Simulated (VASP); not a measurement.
# SrCa in VASP: notebook

SrCa is run at these levels: PBEsol; tasks: single point.

All numbers are computed with VASP 6.6.1; they aren't measurements. Logs are shortened: lines on timing, memory, paths and dates and some standing lists are left out, and cuts for length are marked.

### 1 The cell of the first run

The cell holds a slab with vacuum, 2 atoms: a = 4.128 Å, b = 4.128 Å, c = 19.394 Å, α = 90.00°, β = 90.00°, γ = 120.00°.

### 2 Single point, PBEsol

Contents of INCAR:

```
SYSTEM = SrCa
  ALGO = Normal
  DIPOL = 0.5 0.5 0.500
  EDIFF = 1E-7
  ENCUT = 520
  GGA = PS
  IDIPOL = 3
  ISIF = 2
  ISMEAR = -1
  LASPH = .TRUE.
  LCHARG = .FALSE.
  LDIPOL = .TRUE.
  LREAL = .FALSE.
  LWAVE = .FALSE.
  NBANDS = 17
  NELM = 100
  PREC = Accurate
  SIGMA = 0.05
```

Contents of KPOINTS:

```
k-points
0
G
  5 5 1
  0 0 0
```

Contents of POSCAR:

```
SrCa
1.0
    4.1283380000      0.0000000000      0.0000000000
   -2.0641690000      3.5752455834      0.0000000000
    0.0000000000      0.0000000000     19.3943725000
Sr Ca
1 1
Direct
    0.6666670000      0.3333330000      0.5875092118
    0.0000000000      0.0000000000      0.4124907882
```

Potentials or basis: VASP PAW PBE potentials, release 64 (Sr_sv, Ca_sv).

On the command line:

```bash
$ cat potpaw_PBE.64/Sr_sv/POTCAR potpaw_PBE.64/Ca_sv/POTCAR > POTCAR
$ mpirun -np 1 vasp_std > vasp.out
```

OUTCAR:

```text
SYSTEM = SrCa
   EDIFF = 1E-7
   ENCUT = 520
   GGA = PS
   ISIF = 2
   ISMEAR = -1
   LASPH = .TRUE.
   LREAL = .FALSE.
   NELM = 100
   PREC = Accurate

 ion  position               nearest neighbor table
   1  0.667  0.333  0.588-   2 4.15   2 4.15   2 4.15
   2  0.000  0.000  0.412-   1 4.15   1 4.15   1 4.15

  LATTYP: Found a hexagonal cell.
 ALAT       =     4.1283380000
 C/A-ratio  =     4.6978644917

  Lattice vectors:

 A1 = (   4.1283380000,   0.0000000000,   0.0000000000)
 A2 = (  -2.0641690000,   3.5752455834,   0.0000000000)
 A3 = (   0.0000000000,   0.0000000000,  19.3943725000)

Analysis of symmetry for initial positions (statically):
=====================================================================
 Subroutine PRICEL returns:
 Original cell was already a primitive cell.

 Routine SETGRP: Setting up the symmetry group for a
 hexagonal supercell.

 Subroutine GETGRP returns: Found  6 space group operations
 (whereof  6 operations were pure point group operations)
 out of a pool of 24 trial point group operations.

The static configuration has the point symmetry C_3v.

Analysis of symmetry for dynamics (positions and initial velocities):
=====================================================================
 Subroutine PRICEL returns:
 Original cell was already a primitive cell.

 Routine SETGRP: Setting up the symmetry group for a
 hexagonal supercell.

 Subroutine GETGRP returns: Found  6 space group operations
 (whereof  6 operations were pure point group operations)
 out of a pool of 24 trial point group operations.

The dynamic configuration has the point symmetry C_3v.

 Subroutine INISYM returns: Found  6 space group operations
 (whereof  6 operations are pure point group operations),
 and found     1 'primitive' translations

----------------------------------------------------------------------------------------

                                     Primitive cell

  volume of cell :     286.2575

  direct lattice vectors                    reciprocal lattice vectors
     4.128338000  0.000000000  0.000000000     0.242228228  0.139850533  0.000000000
    -2.064169000  3.575245583  0.000000000     0.000000000  0.279701066  0.000000000
     0.000000000  0.000000000 19.394372500     0.000000000  0.000000000  0.051561349

  length of vectors
     4.128338000  4.128338000 19.394372500     0.279701066  0.279701066  0.051561349

  position of ions in fractional coordinates (direct lattice)
     0.666667000  0.333333000  0.587509212
     0.000000000  0.000000000  0.412490788

  ion indices of the primitive-cell ions
   primitive index   ion index
                 1           1
                 2           2

----------------------------------------------------------------------------------------

 KPOINTS: k-points

Automatic generation of k-mesh.
 Grid dimensions read from file:
 generate k-points for:    5    5    1

 Generating k-lattice:

  Cartesian coordinates                     Fractional coordinates (reciprocal lattice)
     0.048445646  0.027970107  0.000000000     0.200000000 -0.000000000  0.000000000
     0.000000000  0.055940213  0.000000000     0.000000000  0.200000000  0.000000000
     0.000000000  0.000000000  0.051561349     0.000000000  0.000000000  1.000000000

  Length of vectors
     0.055940213  0.055940213  0.051561349

  Shift w.r.t. Gamma in fractional coordinates (k-lattice)
     0.000000000  0.000000000  0.000000000

 Subroutine IBZKPT returns following result:
 ===========================================

 Found      5 irreducible k-points:

 Following reciprocal coordinates:
            Coordinates               Weight
  0.000000  0.000000  0.000000      1.000000
  0.200000  0.000000  0.000000      6.000000
  0.400000 -0.000000  0.000000      6.000000
  0.200000  0.200000  0.000000      6.000000
  0.400000  0.200000  0.000000      6.000000
   k-points           NKPTS =      5   k-points in BZ     NKDIM =      5   number of bands    NBANDS=     17
   number of dos      NEDOS =    301   number of ions     NIONS =      2
   total plane-waves  NPLWV = 147456
   dimension x,y,z NGX =    32 NGY =   32 NGZ =  144
   dimension x,y,z NGXF=    64 NGYF=   64 NGZF=  288
   ions per type =               1   1
   NGX,Y,Z   is equivalent  to a cutoff of  12.89, 12.89, 12.34 a.u.
   NGXF,Y,Z  is equivalent  to a cutoff of  25.77, 25.77, 24.69 a.u.
 SYSTEM =  SrCa
   PREC   = accura    normal or accurate (medium, high low for compatibility)
   ISTART =      0    job   : 0-new  1-cont  2-samecut
   ICHARG =      2    charge: 1-file 2-atom 10-const
   ISPIN  =      1    spin polarized calculation?
   LNONCOLLINEAR =      F non collinear calculations
   LSORBIT =      F    spin-orbit coupling
   LASPH  =      T    aspherical Exc in radial PAW
   ENCUT  =  520.0 eV  38.22 Ry    6.18 a.u.   7.68  7.68 36.06*2*pi/ulx,y,z
   NELM   =    100;   NELMIN=  2; NELMDL= -5     # of ELM steps
   EDIFF  = 0.1E-06   stopping-criterion for ELM
   LREAL  =      F    real-space projection
   EDIFFG = 0.1E-05   stopping-criterion for IOM
   NSW    =      0    number of steps for IOM
   IBRION =     -1    ionic relax: 0-MD 1-quasi-New 2-CG
   NFREE  =      0    steps in history (QN), initial steepest desc. (CG)
   ISIF   =      2    stress and relaxation
   ISYM   =      2    0-nonsym 1-usesym 2-fastsym
   POTIM  = 0.5000    time-step for ionic-motion
   TEBEG  =    0.0;   TEEND  =   0.0 temperature during run
   PSTRESS=    0.0 pullay stress
   NELECT =      20.0000    total number of electrons
   NUPDOWN=      -1.0000    fix difference up-down
   EMIN   =  10.00;   EMAX   =-10.00  energy-range for DOS
   EFERMI =   0.00;   METHOD = LEGACY
   ISMEAR =    -1;   SIGMA  =   0.05  broadening in eV -4-tet -1-fermi 0-gaus
   EFERMI_NEDOS =   21; number of points for ismear=-14 and -15
   IALGO  =     38    algorithm
   IMIX   =      4    mixing-type and parameters
     AMIX     =   0.40;   BMIX     =  1.00
     AMIX_MAG =   1.60;   BMIX_MAG =  1.00
  volume/ion in A,a.u.               =     143.13       965.88
  Fermi-wavevector in a.u.,A,eV,Ry     =   0.674268  1.274182  6.185716  0.454637
  Thomas-Fermi vector in A             =   1.750936
   LORBIT       =      0    0 simple, 1 ext, 2 COOP (PROOUT), +10 PAW based schemes
   GGA     = PS    functional components
   LHFCALC =     F    Hartree Fock is set to
   AEXX    =    0.0000 exact exchange contribution
   IVDW    =     0    specifies the selected vdW correction
   LEPSILON=     F    determine dielectric tensor
   LRPA    =     F    only Hartree local field effects (RPA)
 non-spin polarized calculation
  energy-cutoff  :      520.00
  volume of cell :      286.26
 maximum number of plane-waves:      7759
 NGX is ok and might be reduce to    32
   NGX = 15   NGY = 15   NGZ = 73

 dipolmoment           0.000000      0.000000      0.012506 electrons x Angstroem

 number of electron      19.9999999 magnetization

 dipolmoment           0.000000      0.000000     -0.007273 electrons x Angstroem

 Free energy of the ion-electron system (eV)
  ---------------------------------------------------
  ext. energy  EPLUGINS =         0.00000000
  ---------------------------------------------------
  free energy    TOTEN  =        -3.14802129 eV

  energy without entropy =       -3.14068043  energy(sigma->0) =       -3.14435086

 E-fermi :  -1.1463     XC(G=0):  -3.3995

 val. band max:       -1.3160910776   @ k =   0.4000   0.2000   0.0000
 cond. band min:      -1.0634330216   @ k =   0.0000   0.0000   0.0000
 fundamental gap:      0.2526580561
 Fermi energy:        -1.1462845310

 k-point     1 :       0.0000    0.0000    0.0000
  band No.  band energies     occupation
      1     -43.6031      2.00000
      2     -37.7227      2.00000
      3     -24.7170      2.00000
      4     -24.5770      2.00000
      5     -24.5770      2.00000
      6     -19.7898      2.00000
[... 9 lines left out ...]
     16       1.2828      0.00000
     17       1.2828      0.00000

 k-point     2 :       0.2000    0.0000    0.0000
  band No.  band energies     occupation
      1     -43.6017      2.00000
      2     -37.7176      2.00000
      3     -24.7145      2.00000
      4     -24.5965      2.00000
      5     -24.5818      2.00000
      6     -19.7797      2.00000
[... 9 lines left out ...]
     16       1.2338      0.00000
     17       1.4610      0.00000

 k-point     3 :       0.4000   -0.0000    0.0000
  band No.  band energies     occupation
      1     -43.5994      2.00000
      2     -37.7094      2.00000
      3     -24.7105      2.00000
      4     -24.6279      2.00000
      5     -24.5896      2.00000
      6     -19.7763      2.00000
[... 9 lines left out ...]
     16       1.2134      0.00000
     17       1.4391      0.00000

 k-point     4 :       0.2000    0.2000    0.0000
  band No.  band energies     occupation
      1     -43.5999      2.00000
      2     -37.7110      2.00000
      3     -24.7113      2.00000
      4     -24.6169      2.00000
      5     -24.5932      2.00000
      6     -19.7664      2.00000
[... 9 lines left out ...]
     16       1.1412      0.00000
     17       1.4580      0.00000

 k-point     5 :       0.4000    0.2000    0.0000
  band No.  band energies     occupation
      1     -43.5987      2.00000
      2     -37.7069      2.00000
      3     -24.7093      2.00000
      4     -24.6266      2.00000
      5     -24.6030      2.00000
      6     -19.7709      2.00000
[... 9 lines left out ...]
     16       1.4053      0.00000
     17       1.6053      0.00000

------------------------ aborting loop because EDIFF is reached ----------------------------------------

 vacuum level on the upper side and lower side of the slab       (xc-potential included)        -0.187        -0.093

  FORCE on cell =-STRESS in cart. coord.  units (eV):
  Direction    XX          YY          ZZ          XY          YZ          ZX
  --------------------------------------------------------------------------------------
  -------------------------------------------------------------------------------------
  Total       -0.4110608     -0.4110608     -1.1104799      0.0000000      0.0000000     -0.0000000
  in kB       -2.3006989     -2.3006989     -6.2153334      0.0000000      0.0000000     -0.0000000
  external PRESSURE =      -3.6055770 kB  Pullay stress =       0.0000000 kB

 VOLUME and BASIS-vectors are now :
 -----------------------------------------------------------------------------
  energy-cutoff  :      520.00
  volume of cell :      286.26
      direct lattice vectors                 reciprocal lattice vectors
     4.128338000  0.000000000  0.000000000     0.242228228  0.139850533  0.000000000
    -2.064169000  3.575245583  0.000000000     0.000000000  0.279701066  0.000000000
     0.000000000  0.000000000 19.394372500     0.000000000  0.000000000  0.051561349

 POSITION                                       TOTAL-FORCE (eV/Angst)
 -----------------------------------------------------------------------------------
      2.06417      1.19175     11.39437        -0.000000      0.000000     -0.324086
      0.00000      0.00000      8.00000         0.000000     -0.000000      0.324086
 -----------------------------------------------------------------------------------
    total drift:                               -0.001638      0.000945     -0.000129

  FREE ENERGIE OF THE ION-ELECTRON SYSTEM (eV)
  ---------------------------------------------------
  free  energy   TOTEN  =        -3.1480212878 eV

  energy  without entropy=       -3.1406804269  energy(sigma->0) =       -3.14435086

 vacuum level on the upper side and lower side of the slab         1.434         1.525
```

Wall time 75 s (1 thread of AMD EPYC 7R43 (Zen 3), shared host); peak memory 0.31 GiB.

What came out:

| Item | Value |
| --- | --- |
| Free energy | -3.1480 eV |
| Largest force | 0.324 eV/Å |

Forces on the atoms (eV/Å):
```
Sr   0.000  0.000 -0.324
Ca   0.000  0.000  0.324
```

Caveat: the PAW data sets were made with another functional, which shifts forces and pressure a little.

(Continued in part 2 of 2.)
